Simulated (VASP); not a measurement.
The system is MgO.

```
Mg O
1.0
     0.00000    2.10217    2.19403
     2.10217    0.00000    2.19403
     2.10217    2.10217    0.00000
Mg O
1 1
Cartesian
  0.0000 0.0000 0.0000
  2.1022 2.1022 2.1940
```

This cell differs from its parent crystal: uniaxial z strain +4.4%.

Base run:

- Program: VASP 6.6.1
- Functional: r2SCAN
- Potentials or basis: VASP PAW PBE potentials, release 64 (Mg_sv, O)
- Cutoff: 660 eV
- k mesh: 10 × 10 × 10
- Occupations: gaussian, width 0.01 eV
- Spin: no spin polarisation

Its results: band gap on the k mesh 5.22 eV, direct; pressure -6.3 GPa.

Problem. The run is repeated on the same cell with these changes: potentials or basis from VASP PAW PBE potentials, release 64 (Mg_sv, O) to VASP PAW PBE potentials, release 64 (Mg, O); cutoff from 660 eV to 520 eV; further incar settings from ALGO = Normal; EDIFF = 1e-06; NBANDS = 15 to ALGO = Normal; EDIFF = 1e-06; NBANDS = 11; valence electrons from 16 to 8. What comes out?

Solution. Band gap on the k mesh 5.17 eV, direct; pressure -7.1 GPa.

Caveats: the PAW data sets were made with another functional, which shifts forces and pressure a little.

